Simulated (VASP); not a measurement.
# C (P1) in VASP: notebook

C is run at these levels: LDA; tasks: single point.

All numbers are computed with VASP 6.6.1; they aren't measurements. Logs are shortened: lines on timing, memory, paths and dates and some standing lists are left out, and cuts for length are marked.

### Step 1. The cell of the first run

The typed cell holds 16 atoms: a = 5.212 Å, b = 5.212 Å, c = 5.212 Å, α = 60.00°, β = 60.00°, γ = 60.00°.

### Step 2. Single point, LDA

INCAR reads:

```
SYSTEM = C
ALGO = Normal ; EDIFF = 1E-7
ENCUT = 520 ; GGA = CA
ISIF = 2 ; ISMEAR = -1
LASPH = .TRUE. ; LCHARG = .TRUE.
LELF = .TRUE. ; LREAL = Auto
LVHAR = .TRUE. ; LWAVE = .FALSE.
NBANDS = 46 ; NELM = 100
PREC = Accurate ; SIGMA = 0.36
```

KPOINTS reads:

```
k-points
0
G
  4 4 4
  0 0 0
```

POSCAR reads:

```
C
1.0
    0.0000000000      3.6852400000      3.6852400000
    3.6852400000      0.0000000000      3.6852400000
    3.6852400000      3.6852400000      0.0000000000
C
16
Direct
    0.0348552604      0.0102164310     -0.0392240397
    0.0988538060      0.1334784166      0.1526630559
   -0.0221830871      0.0238654742      0.5188128860
    0.1830138607      0.1155827029      0.6127280720
   -0.0111254627      0.4848530896      0.0139475312
    0.0915001465      0.6455210515      0.1205348905
   -0.0194831273      0.5014870131      0.4800230107
    0.0829118321      0.6529154139      0.6246133223
    0.4725879454     -0.0152771597      0.0304186430
    0.6408130814      0.1341160956      0.0910252792
    0.5403718618      0.0146801837      0.4498485852
    0.6044789485      0.1357984826      0.6685453322
    0.5268177921      0.4620458912      0.0056305695
    0.6343820213      0.5601670448      0.1405742910
    0.5032508059      0.4989362972      0.5038749172
    0.6068261497      0.6316006556      0.6086713484
```

Potentials or basis: VASP PAW LDA potentials, release 64 (C).

The run is started by

```sh
> cat potpaw_LDA.64/C/POTCAR > POTCAR
> mpirun -np 1 vasp_std > vasp.out
```

OUTCAR:

```text
SYSTEM = C
   EDIFF = 1E-7
   ENCUT = 520
   GGA = CA
   ISIF = 2
   ISMEAR = -1
   LASPH = .TRUE.
   LREAL = Auto
   NELM = 100
   PREC = Accurate

 ion  position               nearest neighbor table
   1  0.035  0.010  0.961-   4 1.49   6 1.58   2 1.65  10 1.68
   2  0.099  0.133  0.153-   5 1.50   3 1.56   9 1.59   1 1.65
   3  0.978  0.024  0.519-   2 1.56   8 1.59  12 1.59   4 1.70
   4  0.183  0.116  0.613-   1 1.49  11 1.53   7 1.69   3 1.70
   5  0.989  0.485  0.014-   2 1.50  14 1.52   6 1.58   8 1.67
   6  0.092  0.646  0.121-   7 1.53   1 1.58   5 1.58  13 1.86
[... 8 lines left out ...]
  15  0.503  0.499  0.504-  16 1.45  12 1.56  14 1.57   8 1.79
  16  0.607  0.632  0.609-  15 1.45   7 1.59  11 1.65  13 1.71

  LATTYP: Found a face centered cubic cell.
 ALAT       =     7.3704800000

  Lattice vectors:

 A1 = (   0.0000000000,   3.6852400000,   3.6852400000)
 A2 = (   3.6852400000,   0.0000000000,   3.6852400000)
 A3 = (   3.6852400000,   3.6852400000,   0.0000000000)

Analysis of symmetry for initial positions (statically):
=====================================================================
 Subroutine PRICEL returns:
 Original cell was already a primitive cell.

 Routine SETGRP: Setting up the symmetry group for a
 face centered cubic supercell.

 Subroutine GETGRP returns: Found  1 space group operations
 (whereof  1 operations were pure point group operations)
 out of a pool of 48 trial point group operations.

The static configuration has the point symmetry C_1 .

Analysis of symmetry for dynamics (positions and initial velocities):
=====================================================================
 Subroutine PRICEL returns:
 Original cell was already a primitive cell.

 Routine SETGRP: Setting up the symmetry group for a
 face centered cubic supercell.

 Subroutine GETGRP returns: Found  1 space group operations
 (whereof  1 operations were pure point group operations)
 out of a pool of 48 trial point group operations.

The dynamic configuration has the point symmetry C_1 .

 Subroutine INISYM returns: Found  1 space group operations
 (whereof  1 operations are pure point group operations),
 and found     1 'primitive' translations

----------------------------------------------------------------------------------------

                                     Primitive cell

[... 122 lines left out ...]
   IBRION =     -1    ionic relax: 0-MD 1-quasi-New 2-CG
   NFREE  =      0    steps in history (QN), initial steepest desc. (CG)
   ISIF   =      2    stress and relaxation
   ISYM   =      2    0-nonsym 1-usesym 2-fastsym
   POTIM  = 0.5000    time-step for ionic-motion
   TEBEG  =    0.0;   TEEND  =   0.0 temperature during run
   PSTRESS=    0.0 pullay stress
   NELECT =      64.0000    total number of electrons
   NUPDOWN=      -1.0000    fix difference up-down
   EMIN   =  10.00;   EMAX   =-10.00  energy-range for DOS
   EFERMI =   0.00;   METHOD = LEGACY
   ISMEAR =    -1;   SIGMA  =   0.36  broadening in eV -4-tet -1-fermi 0-gaus
   EFERMI_NEDOS =   21; number of points for ismear=-14 and -15
   IALGO  =     38    algorithm
   IMIX   =      4    mixing-type and parameters
     AMIX     =   0.40;   BMIX     =  1.00
     AMIX_MAG =   1.60;   BMIX_MAG =  1.00
  volume/ion in A,a.u.               =       6.26        42.22
  Fermi-wavevector in a.u.,A,eV,Ry     =   1.410346  2.665168 27.063025  1.989076
  Thomas-Fermi vector in A             =   2.532309
   LORBIT       =      0    0 simple, 1 ext, 2 COOP (PROOUT), +10 PAW based schemes
   GGA     = CA    functional components
   LHFCALC =     F    Hartree Fock is set to
   AEXX    =    0.0000 exact exchange contribution
   IVDW    =     0    specifies the selected vdW correction
   LEPSILON=     F    determine dielectric tensor
   LRPA    =     F    only Hartree local field effects (RPA)
 non-spin polarized calculation
  energy-cutoff  :      520.00
  volume of cell :      100.10
 maximum number of plane-waves:      2733
 NGX is ok and might be reduce to    40
   NGX = 19   NGY = 19   NGZ = 19

 number of electron      64.0000000 magnetization

 Free energy of the ion-electron system (eV)
  ---------------------------------------------------
  ext. energy  EPLUGINS =         0.00000000
  ---------------------------------------------------
  free energy    TOTEN  =      -153.80335496 eV

  energy without entropy =     -153.74952444  energy(sigma->0) =     -153.77643970

 E-fermi :   9.8923     XC(G=0): -13.0451

 val. band max:        9.0420175545   @ k =   0.0000   0.0000   0.0000
 cond. band min:      10.8928891982   @ k =   0.0000   0.0000   0.0000
 fundamental gap:      1.8508716438
 Fermi energy:         9.8922816552

 k-point     1 :       0.0000    0.0000    0.0000
  band No.  band energies     occupation
      1     -11.9149      2.00000
      2      -7.0514      2.00000
      3      -6.8853      2.00000
      4      -6.7957      2.00000
      5      -6.3427      2.00000
      6      -4.8403      2.00000
[... 1117 lines left out ...]
     43      16.3873      0.00000
     44      16.7974      0.00000

 [... further k-points ...]

 [bands above 44 left out]

------------------------ aborting loop because EDIFF is reached ----------------------------------------

  FORCE on cell =-STRESS in cart. coord.  units (eV):
  Direction    XX          YY          ZZ          XY          YZ          ZX
  --------------------------------------------------------------------------------------
  -------------------------------------------------------------------------------------
  Total      -22.0116709    -21.4196757    -23.7810763     -1.3313678      1.1321910      2.7645502
  in kB     -352.3191656   -342.8436808   -380.6402977    -21.3098952     18.1218670     44.2494362
  external PRESSURE =    -358.6010480 kB  Pullay stress =       0.0000000 kB

 VOLUME and BASIS-vectors are now :
 -----------------------------------------------------------------------------
  energy-cutoff  :      520.00
  volume of cell :      100.10
      direct lattice vectors                 reciprocal lattice vectors
     0.000000000  3.685240000  3.685240000    -0.135676374  0.135676374  0.135676374
     3.685240000  0.000000000  3.685240000     0.135676374 -0.135676374  0.135676374
     3.685240000  3.685240000  0.000000000     0.135676374  0.135676374 -0.135676374

 POSITION                                       TOTAL-FORCE (eV/Angst)
 -----------------------------------------------------------------------------------
      3.57834      3.66914      0.16610         2.427651      1.389424     -3.847596
      1.05450      0.92690      0.85620        -3.464948      0.986659      0.995727
      1.99990      5.51544      3.69144        -2.379238      1.818981     -1.382169
      2.68400      2.93250      1.10040         0.900948     -6.277002     -1.636163
      1.83820      3.69564      5.43104         0.451131     -2.411068      2.534210
      2.82310      0.78140      2.71610        -2.619476      2.908364      0.324555
[... 8 lines left out ...]
      3.69560      3.71150      3.69330         0.271576     -2.715440     -3.982586
      4.57070      4.47940      4.56390        -0.076868      3.752903      2.828916
 -----------------------------------------------------------------------------------
    total drift:                                0.011727      0.012024      0.014524

  FREE ENERGIE OF THE ION-ELECTRON SYSTEM (eV)
  ---------------------------------------------------
  free  energy   TOTEN  =      -153.8033549647 eV

  energy  without entropy=     -153.7495244371  energy(sigma->0) =     -153.77643970
```

OSZICAR:

```text
N       E                     dE             d eps       ncg     rms          rms(c)
DAV:   1     0.153169607615E+03    0.15317E+03   -0.33095E+04  3312   0.134E+03
DAV:   2    -0.144713501383E+03   -0.29788E+03   -0.28083E+03  4196   0.254E+02
DAV:   3    -0.158504528758E+03   -0.13791E+02   -0.13637E+02  4296   0.509E+01
DAV:   4    -0.158741472164E+03   -0.23694E+00   -0.23599E+00  4392   0.702E+00
DAV:   5    -0.158747386262E+03   -0.59141E-02   -0.59071E-02  4176   0.103E+00    0.144E+01
DAV:   6    -0.155039026328E+03    0.37084E+01   -0.29183E+00  3904   0.748E+00    0.833E+00
DAV:   7    -0.153803938544E+03    0.12351E+01   -0.30058E+00  3984   0.727E+00    0.198E+00
DAV:   8    -0.153805465049E+03   -0.15265E-02   -0.10412E-01  4298   0.146E+00    0.899E-01
DAV:   9    -0.153803418145E+03    0.20469E-02   -0.71832E-03  3924   0.440E-01    0.875E-02
DAV:  10    -0.153803347207E+03    0.70938E-04   -0.57062E-04  4354   0.121E-01    0.415E-02
DAV:  11    -0.153803353729E+03   -0.65218E-05   -0.90938E-05  4176   0.465E-02    0.220E-02
DAV:  12    -0.153803354537E+03   -0.80855E-06   -0.57573E-06  4264   0.127E-02    0.875E-03
DAV:  13    -0.153803354973E+03   -0.43532E-06   -0.94522E-07  4112   0.523E-03    0.150E-03
DAV:  14    -0.153803354965E+03    0.80040E-08   -0.88657E-08  2352   0.150E-03
   1 F= -.15380335E+03 E0= -.15377644E+03  d E =-.538305E-01
```

Run time: 3.1 min. Hardware: 1 thread of AMD EPYC 9R45 (Zen 5), shared host; peak memory 0.21 GiB.

Results:

```yaml
Free_energy: -153.8034 eV
Pressure: -35.9 GPa
Largest_force: 7.306 eV/Å
Band_gap_on_the_k_mesh: 1.85 eV
```

Forces on the atoms (eV/Å):
```
C    2.428  1.389 -3.848
C   -3.465  0.987  0.996
C   -2.379  1.819 -1.382
C    0.901 -6.277 -1.636
C    0.451 -2.411  2.534
C   -2.619  2.908  0.325
C    2.718  2.567  3.117
C   -2.065  2.402 -0.029
C   -1.038 -0.004  2.619
C   -1.681  2.894 -3.060
C    2.839  2.235 -4.317
C   -3.936 -1.633  1.070
C    2.202 -6.883  1.077
C    5.452 -1.031  3.688
C    0.272 -2.715 -3.983
C   -0.077  3.753  2.829
```

Caveat: the cell stands under tension; forces of over 1 eV/Å act on the atoms, so gaps and moduli don't describe the material at rest. A k mesh can miss the band edges.

### Step 3. Single point, LDA

INCAR reads:

```
PREC = Accurate
ENCUT = 520
EDIFF = 1E-7
ISMEAR = -1
SIGMA = 0.36
LREAL = Auto
LASPH = True
NELM = 60
ALGO = Normal
ISIF = 2
LWAVE = False
LCHARG = False
GGA = CA
NBANDS = 46
```

KPOINTS reads:

```
regular mesh
0
Gamma
  4 4 4
```

POSCAR reads:

```
C
1.0
    0.0000000000      3.6852400000      3.6852400000
    3.6852400000      0.0000000000      3.6852400000
    3.6852400000      3.6852400000      0.0000000000
C
16
Direct
   -0.0048029436     -0.0299302081      0.0270538689
    0.1438440916      0.1036296144      0.1158676233
   -0.0044908880      0.0105420542      0.4813119363
    0.1094908337      0.1361648088      0.6127145043
   -0.0464962933      0.4952594675      0.0234041745
    0.1397330974      0.6104487089      0.0950955704
    0.0168781409      0.4993704616      0.4940519478
    0.1192866679      0.6250881896      0.6347483475
    0.5193827268     -0.0150465099      0.0072858213
    0.6415321662      0.0819756651      0.1380914133
    0.4955579555     -0.0031069890      0.4973217484
    0.6238535346      0.1143344803      0.6100959503
    0.4728321629      0.5159229792     -0.0310156191
    0.5571007587      0.6669986215      0.1226921449
    0.4584233320      0.5100888952      0.5102517068
    0.6212892512      0.6292941572      0.6224832033
```

Potentials or basis: VASP PAW LDA potentials, release 64 (C).

The run is started by

```sh
> cat potpaw_LDA.64/C/POTCAR > POTCAR
> mpirun -np 1 vasp_std > vasp.out
```

It took 2.9 min on 1 thread of AMD EPYC 9R45 (Zen 5), shared host; peak memory 0.22 GiB.

Results (log left out):

| Quantity | Value |
| --- | --- |
| Free energy | -155.4590 eV |
| Pressure | -36.0 GPa |
| Largest force | 9.388 eV/Å |
| Band gap on the k mesh | 1.84 eV |

Forces in eV/Å, atoms in the order of the input:
```
C   -2.266 -2.163  3.343
C    3.696 -2.065 -1.328
C    0.413  1.579 -0.966
C   -0.239  2.135  0.234
C   -2.686  0.607  3.419
C    4.803 -1.177 -4.142
C   -0.037 -1.795 -2.598
C    0.848 -2.554 -2.410
C    0.740 -5.831  0.117
C    2.419 -2.025  1.866
C   -0.066 -0.075 -0.943
C    2.475  0.351  1.616
C    0.015  5.158  1.611
C   -5.816  7.004 -2.294
C   -2.534  2.336  2.941
C   -1.766 -1.484 -0.467
```

Stress tensor (GPa, compression positive):
```
-35.55  -2.73   0.97
 -2.73 -37.64  -3.41
  0.97  -3.41 -34.87
```

Levels at points of the mesh, in eV from the valence-band top:
| k point | band 28 | band 29 | band 30 | band 31 | band 32 | band 33 | band 34 | band 35 | band 36 | band 37 |
| --- | --- | --- | --- | --- | --- | --- | --- | --- | --- | --- |
| (0.00, 0.00, 0.00) | -2.49 | -2.20 | -1.18 | -0.64 | 0.00 | 1.84 | 2.64 | 3.04 | 3.18 | 3.80 |
| (0.50, 0.00, 0.00) | -4.27 | -2.57 | -2.23 | -1.91 | -1.34 | 3.50 | 4.04 | 4.34 | 4.69 | 4.78 |
| (0.00, 0.50, 0.00) | -4.19 | -3.01 | -2.57 | -1.88 | -1.58 | 3.91 | 3.95 | 4.00 | 4.53 | 4.71 |
| (0.00, 0.00, 0.50) | -4.42 | -2.59 | -2.19 | -2.07 | -1.91 | 3.00 | 4.08 | 4.36 | 4.44 | 4.68 |
| (0.50, 0.50, 0.50) | -4.55 | -2.35 | -2.15 | -1.89 | -1.46 | 2.90 | 3.52 | 4.36 | 4.51 | 4.72 |
| (0.50, 0.50, 0.00) | -3.85 | -3.48 | -3.11 | -2.96 | -2.52 | 2.72 | 2.82 | 4.93 | 5.36 | 5.66 |
| (0.00, 0.50, 0.50) | -3.87 | -3.55 | -3.09 | -2.79 | -2.75 | 2.79 | 3.08 | 5.36 | 5.47 | 5.77 |
| (0.50, 0.00, 0.50) | -3.96 | -3.60 | -3.41 | -3.11 | -2.93 | 2.76 | 3.45 | 5.64 | 5.92 | 6.25 |

Caveat: the cell stands under tension; forces of over 1 eV/Å act on the atoms, so gaps and moduli don't describe the material at rest. A k mesh can miss the band edges.
